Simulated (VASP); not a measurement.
# BeAl (P6/mmm) in VASP: further runs

BeAl is run at these levels: PBE; tasks: single point, relaxation of cell and atoms.

Program: VASP 6.6.1. These are calculated values, not measurements. Logs are shortened: lines on timing, memory, paths and dates and some standing lists are left out, and cuts for length are marked.

## 1. The cell of the first run

Symmetry: P6/mmm, No. 191, hexagonal system. Conventional cell: a = 2.862 Å, b = 2.862 Å, c = 3.420 Å, α = 90.00°, β = 90.00°, γ = 120.00°. Within 2.3 Å of Be (site symmetry 6/mmm) lie 2 Al at 1.71 Å. Within 2.3 Å of Al (site symmetry 6/mmm) lie 2 Be at 1.71 Å.

The cell was generated, and may not be a known phase.

## 2. Single point, PBE

The input, INCAR:

```
ALGO = Normal
EDIFF = 1E-6
ENCUT = 520
GGA = PE
ISIF = 2
ISMEAR = 0
LASPH = T
LCHARG = F
LREAL = F
LWAVE = F
NBANDS = 10
NELM = 100
PREC = Accurate
SIGMA = 0.1
```

The input, KPOINTS:

```
k-points
0
Gamma
  6 6 6
```

The input, POSCAR:

```
BeAl
1.0
    2.8620315500      0.0000000000      0.0000000000
   -1.4310157700      2.4785920300      0.0000000000
    0.0000000000      0.0000000000      3.4201537200
Be Al
1 1
Direct
    0.0000000000      0.0000000000      0.5000000000
    0.0000000000      0.0000000000      0.0000000000
```

Potentials or basis: VASP PAW PBE potentials, release 64 (Be, Al).

The run is started by

```sh
$ cat potpaw_PBE.64/Be/POTCAR potpaw_PBE.64/Al/POTCAR > POTCAR
$ mpirun -np 1 vasp_std > vasp.out
```

OUTCAR:

```text
EDIFF = 1E-6
   ENCUT = 520
   GGA = PE
   ISIF = 2
   ISMEAR = 0
   LASPH = T
   LREAL = F
   NELM = 100
   PREC = Accurate

 ion  position               nearest neighbor table
   1  0.000  0.000  0.500-   2 1.71   2 1.71
   2  0.000  0.000  0.000-   1 1.71   1 1.71

  LATTYP: Found a hexagonal cell.
 ALAT       =     2.8620315500
 C/A-ratio  =     1.1950090907

  Lattice vectors:

 A1 = (   2.8620315500,   0.0000000000,   0.0000000000)
 A2 = (  -1.4310157700,   2.4785920300,   0.0000000000)
 A3 = (   0.0000000000,   0.0000000000,   3.4201537200)

Analysis of symmetry for initial positions (statically):
=====================================================================
 Subroutine PRICEL returns:
 Original cell was already a primitive cell.

 Routine SETGRP: Setting up the symmetry group for a
 hexagonal supercell.

 Subroutine GETGRP returns: Found 24 space group operations
 (whereof 24 operations were pure point group operations)
 out of a pool of 24 trial point group operations.

The static configuration has the point symmetry D_6h.

Analysis of symmetry for dynamics (positions and initial velocities):
=====================================================================
 Subroutine PRICEL returns:
 Original cell was already a primitive cell.

 Routine SETGRP: Setting up the symmetry group for a
 hexagonal supercell.

 Subroutine GETGRP returns: Found 24 space group operations
 (whereof 24 operations were pure point group operations)
 out of a pool of 24 trial point group operations.

The dynamic configuration has the point symmetry D_6h.

 Subroutine INISYM returns: Found 24 space group operations
 (whereof 24 operations are pure point group operations),
 and found     1 'primitive' translations

----------------------------------------------------------------------------------------

                                     Primitive cell

  volume of cell :      24.2619

  direct lattice vectors                    reciprocal lattice vectors
     2.862031550  0.000000000  0.000000000     0.349402158  0.201727429  0.000000000
    -1.431015770  2.478592030  0.000000000     0.000000000  0.403454860  0.000000000
     0.000000000  0.000000000  3.420153720     0.000000000  0.000000000  0.292384519

  length of vectors
     2.862031550  2.862031549  3.420153720     0.403454860  0.403454860  0.292384519

  position of ions in fractional coordinates (direct lattice)
     0.000000000  0.000000000  0.500000000
     0.000000000  0.000000000  0.000000000

  ion indices of the primitive-cell ions
   primitive index   ion index
                 1           1
                 2           2

----------------------------------------------------------------------------------------

 KPOINTS: k-points

Automatic generation of k-mesh.
 Grid dimensions read from file:
 generate k-points for:    6    6    6

 Generating k-lattice:

  Cartesian coordinates                     Fractional coordinates (reciprocal lattice)
     0.058233693  0.033621238  0.000000000     0.166666667  0.000000000  0.000000000
     0.000000000  0.067242477  0.000000000     0.000000000  0.166666667  0.000000000
     0.000000000  0.000000000  0.048730753     0.000000000  0.000000000  0.166666667

  Length of vectors
     0.067242477  0.067242477  0.048730753

  Shift w.r.t. Gamma in fractional coordinates (k-lattice)
     0.000000000  0.000000000  0.000000000

 Subroutine IBZKPT returns following result:
 ===========================================

 Found     28 irreducible k-points:

 Following reciprocal coordinates:
            Coordinates               Weight
  0.000000  0.000000  0.000000      1.000000
  0.166667  0.000000  0.000000      6.000000
  0.333333  0.000000  0.000000      6.000000
  0.500000  0.000000  0.000000      3.000000
  0.166667  0.166667  0.000000      6.000000
  0.333333  0.166667  0.000000     12.000000
[... 16 lines left out ...]
  0.166667  0.000000  0.500000      6.000000
  0.333333  0.000000  0.500000      6.000000
 [... further k-points ...]
   k-points           NKPTS =     28   k-points in BZ     NKDIM =     28   number of bands    NBANDS=     10
   number of dos      NEDOS =    301   number of ions     NIONS =      2
   total plane-waves  NPLWV =  16128
   dimension x,y,z NGX =    24 NGY =   24 NGZ =   28
   dimension x,y,z NGXF=    48 NGYF=   48 NGZF=   56
   ions per type =               1   1
   NGX,Y,Z   is equivalent  to a cutoff of  13.94, 13.94, 13.61 a.u.
   NGXF,Y,Z  is equivalent  to a cutoff of  27.88, 27.88, 27.22 a.u.
 SYSTEM =  unknown system
   PREC   = accura    normal or accurate (medium, high low for compatibility)
   ISTART =      0    job   : 0-new  1-cont  2-samecut
   ICHARG =      2    charge: 1-file 2-atom 10-const
   ISPIN  =      1    spin polarized calculation?
   LNONCOLLINEAR =      F non collinear calculations
   LSORBIT =      F    spin-orbit coupling
   LASPH  =      T    aspherical Exc in radial PAW
   ENCUT  =  520.0 eV  38.22 Ry    6.18 a.u.   5.32  5.32  6.36*2*pi/ulx,y,z
   NELM   =    100;   NELMIN=  2; NELMDL= -5     # of ELM steps
   EDIFF  = 0.1E-05   stopping-criterion for ELM
   LREAL  =      F    real-space projection
   EDIFFG = 0.1E-04   stopping-criterion for IOM
   NSW    =      0    number of steps for IOM
   IBRION =     -1    ionic relax: 0-MD 1-quasi-New 2-CG
   NFREE  =      0    steps in history (QN), initial steepest desc. (CG)
   ISIF   =      2    stress and relaxation
   ISYM   =      2    0-nonsym 1-usesym 2-fastsym
   POTIM  = 0.5000    time-step for ionic-motion
   TEBEG  =    0.0;   TEEND  =   0.0 temperature during run
   PSTRESS=    0.0 pullay stress
   NELECT =       5.0000    total number of electrons
   NUPDOWN=      -1.0000    fix difference up-down
   EMIN   =  10.00;   EMAX   =-10.00  energy-range for DOS
   EFERMI =   0.00;   METHOD = LEGACY
   ISMEAR =     0;   SIGMA  =   0.10  broadening in eV -4-tet -1-fermi 0-gaus
   EFERMI_NEDOS =   21; number of points for ismear=-14 and -15
   IALGO  =     38    algorithm
   IMIX   =      4    mixing-type and parameters
     AMIX     =   0.40;   BMIX     =  1.00
     AMIX_MAG =   1.60;   BMIX_MAG =  1.00
  volume/ion in A,a.u.               =      12.13        81.86
  Fermi-wavevector in a.u.,A,eV,Ry     =   0.966993  1.827351 12.722463  0.935075
  Thomas-Fermi vector in A             =   2.096841
   LORBIT       =      0    0 simple, 1 ext, 2 COOP (PROOUT), +10 PAW based schemes
   GGA     = PE    functional components
   LHFCALC =     F    Hartree Fock is set to
   AEXX    =    0.0000 exact exchange contribution
   IVDW    =     0    specifies the selected vdW correction
   LEPSILON=     F    determine dielectric tensor
   LRPA    =     F    only Hartree local field effects (RPA)
 non-spin polarized calculation
 Gauss-broadening in eV      SIGMA  =   0.10
  energy-cutoff  :      520.00
  volume of cell :       24.26
 maximum number of plane-waves:       664
 NGX is ok and might be reduce to    24
   NGX = 11   NGY = 11   NGZ = 13

 number of electron       5.0000000 magnetization

 Free energy of the ion-electron system (eV)
  ---------------------------------------------------
  ext. energy  EPLUGINS =         0.00000000
  ---------------------------------------------------
  free energy    TOTEN  =        -1.44269954 eV

  energy without entropy =       -1.43697628  energy(sigma->0) =       -1.43983791

 E-fermi :   7.0573     XC(G=0): -10.2124

 val. band max:        6.9737385327   @ k =   0.3333   0.1667   0.1667
 cond. band min:       7.0856872812   @ k =   0.5000   0.0000   0.3333
 fundamental gap:      0.1119487485
 Fermi energy:         7.0572608932

 k-point     1 :       0.0000    0.0000    0.0000
  band No.  band energies     occupation
      1      -3.5046      2.00000
      2       4.9521      2.00000
      3      10.0529      0.00000
      4      14.0238      0.00000
      5      14.0238      0.00000
      6      18.8782      0.00000
      7      18.8782      0.00000
      8      21.3588      0.00000
      9      22.7230      0.00000
     10      25.0923      0.00000

 k-point     2 :       0.1667    0.0000    0.0000
  band No.  band energies     occupation
      1      -2.8870      2.00000
      2       5.4468      2.00000
      3      10.5297      0.00000
      4      10.9020      0.00000
      5      12.7543      0.00000
      6      16.6454      0.00000
      7      20.3113      0.00000
      8      20.8698      0.00000
      9      23.0099      0.00000
     10      24.0870      0.00000

 k-point     3 :       0.3333    0.0000    0.0000
  band No.  band energies     occupation
      1      -1.0513      2.00000
      2       6.0555      2.00000
      3       6.7646      1.99997
      4      11.2898      0.00000
      5      12.0032      0.00000
      6      14.8739      0.00000
      7      16.0755      0.00000
      8      19.9272      0.00000
      9      22.3695      0.00000
     10      22.7265      0.00000

 k-point     4 :       0.5000    0.0000    0.0000
  band No.  band energies     occupation
      1       1.7630      2.00000
      2       2.1674      2.00000
      3       7.7963      0.00000
      4      10.7584      0.00000
      5      13.5810      0.00000
      6      13.9030      0.00000
      7      14.0186      0.00000
      8      17.8007      0.00000
      9      22.2021      0.00000
     10      22.2714      0.00000
[... 222 lines left out ...]
 k-point    22 :       0.0000    0.0000    0.5000
  band No.  band energies     occupation
      1      -1.6531      2.00000
      2       0.2243      2.00000
      3      13.9890      0.00000
      4      14.8503      0.00000
      5      14.8503      0.00000
      6      19.7878      0.00000
      7      19.7878      0.00000
      8      20.4727      0.00000
      9      20.4727      0.00000
     10      22.1165      0.00000

 k-point    23 :       0.1667    0.0000    0.5000
  band No.  band energies     occupation
      1      -1.0071      2.00000
      2       0.7603      2.00000
      3      12.4723      0.00000
      4      12.6427      0.00000
      5      14.0111      0.00000
      6      16.3047      0.00000
      7      17.3450      0.00000
      8      21.3946      0.00000
      9      21.5832      0.00000
     10      23.9770      0.00000

 k-point    24 :       0.3333    0.0000    0.5000
  band No.  band energies     occupation
      1       0.8903      2.00000
      2       2.3640      2.00000
      3       8.2871      0.00000
      4       8.6843      0.00000
      5      12.7914      0.00000
      6      14.5729      0.00000
      7      15.7047      0.00000
      8      19.5172      0.00000
      9      23.1618      0.00000
     10      26.6101      0.00000

 [... further k-points ...]

------------------------ aborting loop because EDIFF is reached ----------------------------------------

  FORCE on cell =-STRESS in cart. coord.  units (eV):
  Direction    XX          YY          ZZ          XY          YZ          ZX
  --------------------------------------------------------------------------------------
  -------------------------------------------------------------------------------------
  Total       -1.9706445     -1.9706445     35.4546644     -0.0000000     -0.0000000      0.0000000
  in kB     -130.1348952   -130.1348954   2341.3097245     -0.0000003     -0.0000000      0.0000000
  external PRESSURE =     693.6799779 kB  Pullay stress =       0.0000000 kB

 VOLUME and BASIS-vectors are now :
 -----------------------------------------------------------------------------
  energy-cutoff  :      520.00
  volume of cell :       24.26
      direct lattice vectors                 reciprocal lattice vectors
     2.862031550  0.000000000  0.000000000     0.349402158  0.201727429  0.000000000
    -1.431015770  2.478592030  0.000000000     0.000000000  0.403454860  0.000000000
     0.000000000  0.000000000  3.420153720     0.000000000  0.000000000  0.292384519

 POSITION                                       TOTAL-FORCE (eV/Angst)
 -----------------------------------------------------------------------------------
      0.00000      0.00000      1.71008         0.000000      0.000000      0.000000
      0.00000      0.00000      0.00000         0.000000      0.000000      0.000000
 -----------------------------------------------------------------------------------
    total drift:                               -0.000000     -0.000000     -0.000000

  FREE ENERGIE OF THE ION-ELECTRON SYSTEM (eV)
  ---------------------------------------------------
  free  energy   TOTEN  =        -1.4426995435 eV

  energy  without entropy=       -1.4369762832  energy(sigma->0) =       -1.43983791
```

Wall time 3.7 s (1 thread of Intel Xeon 6975P-C (Granite Rapids), shared host); peak memory 0.13 GiB.

Results:

```yaml
Free_energy: -1.4427 eV
Pressure: 69.4 GPa
Band_gap_on_the_k_mesh: zero (an odd number of electrons rules out a gap without spin polarisation)
```

Caveat: the k points lie up to 0.42 Å⁻¹ apart, too coarse for converged energies and pressures of a metal.

## 3. Single point, PBE

This run uses another cell than the first one, of 15.23 Å³/atom.

The input, INCAR:

```
SYSTEM = BeAl
ALGO = Normal ; EDIFF = 1E-7
ENCUT = 520 ; GGA = PE
ISIF = 2 ; ISMEAR = 0
LASPH = .True. ; LCHARG = .False.
LREAL = .False. ; LWAVE = .False.
NBANDS = 10 ; NELM = 100
PREC = Accurate ; SIGMA = 0.1
```

The input, KPOINTS:

```
k-points
0
Gamma
  6 6 6
  0 0 0
```

The input, POSCAR:

```
BeAl
1.0
    2.7050174679     -0.0000000027      0.0000000000
   -1.3525087316      2.3426138462      0.0000000000
    0.0000000000      0.0000000000      4.8061349572
Be Al
1 1
Direct
    0.0000000000      0.0000000000      0.5000000000
    0.0000000000      0.0000000000      0.0000000000
```

Potentials or basis: VASP PAW PBE potentials, release 64 (Be, Al).

The run is started by

```sh
$ cat potpaw_PBE.64/Be/POTCAR potpaw_PBE.64/Al/POTCAR > POTCAR
$ mpirun -np 1 vasp_std > vasp.out
```

Wall time 3.3 s (1 thread of Intel Xeon 6975P-C (Granite Rapids), shared host); peak memory 0.13 GiB.

It converged, with:

| Quantity | Value |
| --- | --- |
| Free energy | -5.9718 eV |
| Pressure | 0.0 GPa |
| Band gap on the k mesh | zero (an odd number of electrons rules out a gap without spin polarisation) |

Levels at points of the mesh, in eV from the Fermi level:
| k point | band 1 | band 2 | band 3 | band 4 | band 5 |
| --- | --- | --- | --- | --- | --- |
| (0.00, 0.00, 0.00) | -9.67 | -3.89 | -3.01 | 11.22 | 11.22 |
| (0.50, 0.00, 0.00) | -3.66 | -2.97 | 0.95 | 1.19 | 4.13 |
| (0.00, 0.00, 0.50) | -8.99 | -6.93 | 2.50 | 4.48 | 11.41 |
| (0.50, 0.00, 0.50) | -2.58 | -2.44 | -1.67 | -0.66 | 6.36 |

Caveat: the k points lie up to 0.45 Å⁻¹ apart, too coarse for converged energies and pressures of a metal.

## 4. Relaxation of cell and atoms, PBE

The input, INCAR:

```
SYSTEM = BeAl
ALGO = Normal
EDIFF = 1E-7
EDIFFG = -0.04
ENCUT = 600
GGA = PE
IBRION = 2
ISIF = 3
ISMEAR = 0
LASPH = .TRUE.
LCHARG = .FALSE.
LREAL = .FALSE.
LWAVE = .FALSE.
NELM = 80
NSW = 90
PREC = Accurate
SIGMA = 0.1
```

The input, KPOINTS:

```
k-points
0
G
  6 6 6
  0 0 0
```

The input, POSCAR:

```
BeAl
1.0
    2.8620315500      0.0000000000      0.0000000000
   -1.4310157700      2.4785920300      0.0000000000
    0.0000000000      0.0000000000      3.4201537200
Be Al
1 1
Direct
    0.0000000000      0.0000000000      0.5000000000
    0.0000000000      0.0000000000      0.0000000000
```

The run is started by

```sh
$ cat potpaw_PBE.64/Be/POTCAR potpaw_PBE.64/Al/POTCAR > POTCAR
$ mpirun -np 1 vasp_std > vasp.out
```

Run time: 16 s. Hardware: 1 thread of Intel Xeon 6975P-C (Granite Rapids), shared host; peak memory 0.14 GiB.

It converged, with:

| Quantity | Value |
| --- | --- |
| Free energy | -5.9709 eV |
| Relaxed volume | 15.22 Å³/atom |
| Relaxed cell | a = 2.706 Å, b = 2.706 Å, c = 4.801 Å, α = 90.00°, β = 90.00°, γ = 120.00° |
| Space group after relaxing (to 0.1 Å) | P6/mmm (No. 191) |
| Energy gained by relaxing | 2264.0 meV/atom |
| Ionic steps | 11 |
| Pressure after relaxing | 0.1 GPa |
| Band gap on the k mesh | zero (an odd number of electrons rules out a gap without spin polarisation) |

Stress tensor (GPa, compression positive):
```
-0.07  0.00  0.00
 0.00 -0.07  0.00
 0.00  0.00  0.36
```

Step by step:
```tsv
step	energy change (eV)	largest force (eV/Å)	pressure (GPa)	volume (Å³)
1	0.0000	0.0000	69.37	24.26
2	-4.1508	0.0000	-11.66	40.84
3	-4.1746	0.0000	-11.82	40.19
4	-4.1938	0.0000	-11.88	39.63
5	-4.4825	0.0000	-3.44	32.52
6	-4.3897	0.0000	-7.26	34.80
7	-4.4850	0.0000	-4.61	33.05
8	-4.4864	0.0000	-4.15	32.82
9	-4.5253	0.0000	-1.35	31.10
10	-4.5266	0.0000	-0.67	30.76
11	-4.5280	0.0000	0.07	30.44
```

Final structure:
```cif
data_structure
_symmetry_space_group_name_H-M 'P 1'
_symmetry_Int_Tables_number 1
_cell_length_a 2.7057
_cell_length_b 2.7057
_cell_length_c 4.8011
_cell_angle_alpha 90.000
_cell_angle_beta 90.000
_cell_angle_gamma 120.000
_cell_volume 30.44
loop_
_atom_site_label
_atom_site_type_symbol
_atom_site_fract_x
_atom_site_fract_y
_atom_site_fract_z
_atom_site_occupancy
Be1 Be 0.00000 0.00000 0.50000 1
Al1 Al 0.00000 0.00000 0.00000 1
```

Levels at points of the mesh, in eV from the Fermi level:
```
           k point  band 1  band 2  band 3  band 4  band 5  band 6
(0.00, 0.00, 0.00)   -9.67   -3.89   -2.98   11.21   11.21   11.97
(0.50, 0.00, 0.00)   -3.66   -2.97    0.95    1.21    4.15    4.33
(0.00, 0.00, 0.50)   -8.99   -6.93    2.53    4.52   11.41   11.41
(0.50, 0.00, 0.50)   -2.58   -2.44   -1.66   -0.66    6.37    8.04
```

Caveat: the k points lie up to 0.45 Å⁻¹ apart in the final cell, too coarse for converged energies and pressures of a metal; the volume moved by over 15 % at a fixed basis, so the end points are rough.

## 5. Summary

```tsv
task	cell	cutoff (eV)	gap on the mesh (eV)	pressure (GPa)
single point	a = 2.862, b = 2.862, c = 3.420 Å, angles 90.0, 90.0, 120.0°, 2 atoms	520	none	69.4
single point	a = 2.705, b = 2.705, c = 4.806 Å, angles 90.0, 90.0, 120.0°, 2 atoms	520	none	0.0
relaxation of cell and atoms	relaxed from a = 2.862, b = 2.862, c = 3.420 Å, angles 90.0, 90.0, 120.0°, 2 atoms	600	none	0.1
```

Alike in all rows: level PBE; potentials or basis VASP PAW PBE potentials, release 64 (Be, Al); no spin polarisation; k mesh 6 × 6 × 6; smearing gaussian 0.1 eV.

Caveats: all runs use coarse meshes; the volume moved by over 15 % at a fixed basis, so the end points are rough (at least some runs).

Total energies depend on the potentials used, so only differences within one code and one set of settings carry meaning.

The gap in the log of VASP goes by the Fermi energy; the results here count the filled bands.